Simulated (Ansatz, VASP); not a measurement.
TaN: VASP beside Ansatz

File INCAR:

```
PREC     = Accurate       # precision mode
ENCUT    = 600            # plane-wave cutoff, eV
EDIFF    = 1E-7           # SCF threshold, eV
ISMEAR   = 1              # smearing method
SIGMA    = 0.02           # smearing width, eV
LREAL    = False          # projectors in reciprocal space
LASPH    = True           # aspherical terms in the spheres
NELM     = 120            # most SCF steps
ALGO     = Normal         # electronic algorithm
ISIF     = 3              # what is computed and relaxed
LWAVE    = False          # write WAVECAR
LCHARG   = False          # write CHGCAR
GGA      = CA             # functional
IBRION   = 2              # ionic algorithm
NSW      = 80             # ionic steps
EDIFFG   = -0.05          # ionic threshold
GGA_COMPAT= False        
NELMIN   = 4
```

KPOINTS

```
Automatic mesh
0
Gamma
  5 5 5
```

Contents of POSCAR:

```
TaN
1.0
    2.9380000000      0.0000000000      0.0000000000
   -1.4690000000      2.5443830000      0.0000000000
    0.0000000000      0.0000000000      2.8830000000
Ta N
1 1
Direct
    0.3333333333      0.6666666667      0.5000000000
    0.0000000000      0.0000000000      0.0000000000
```

Input for Ansatz:

```yaml
crystal:
  lattice:
    - [2.938, 0.0, 0.0]
    - [-1.469, 2.544383, 0.0]
    - [0.0, 0.0, 2.883]
  atoms:
    - { symbol: Ta, position: [0.3333333333333333, 0.6666666666666666, 0.5] }
    - { symbol: "N", position: [0.0, 0.0, 0.0] }
basis:
  ecutwfc: 420.0
kpoints:
  mp_grid:
    grid: [5, 5, 5]
hamiltonian:
  xc: lda
  dispersion: none
scf:
  max_iter: 200
  occupations:
    method: cold
    width: 0.02
relax:
  f_tol: 0.05
  max_displacement: 0.3
  cell: {}
```

Alike in both runs: task relaxation of cell and atoms; functional LDA; k mesh 5 × 5 × 5; no spin polarisation.

```csv
,VASP,Ansatz
version,VASP 6.6.1,Ansatz 0.2.0
potentials or method,"VASP PAW LDA potentials, release 64 (Ta_pv, N), cutoff 600 eV","plane waves, PAW"
occupations,"methfessel-paxton of order 1, width 0.02 eV","cold, width 0.02 eV"
valence electrons in the cell,16,18
```

```tsv
	VASP	Ansatz	Ansatz less VASP
relaxed volume (Å³/atom)	10.49	10.43	-0.062
relaxed cell length with the largest relative difference (Å)	2.914	2.907	-0.0063
```

LDA's correlation is that of Perdew and Zunger in VASP and of Perdew and Wang (1992) in Ansatz. VASP's potentials hold 16 valence electrons a cell and Ansatz's 18, so a difference there can come from the potentials and not from the codes.

The k mesh is coarse, so the values compare programs but aren't converged. Neither program's run includes spin-orbit coupling.
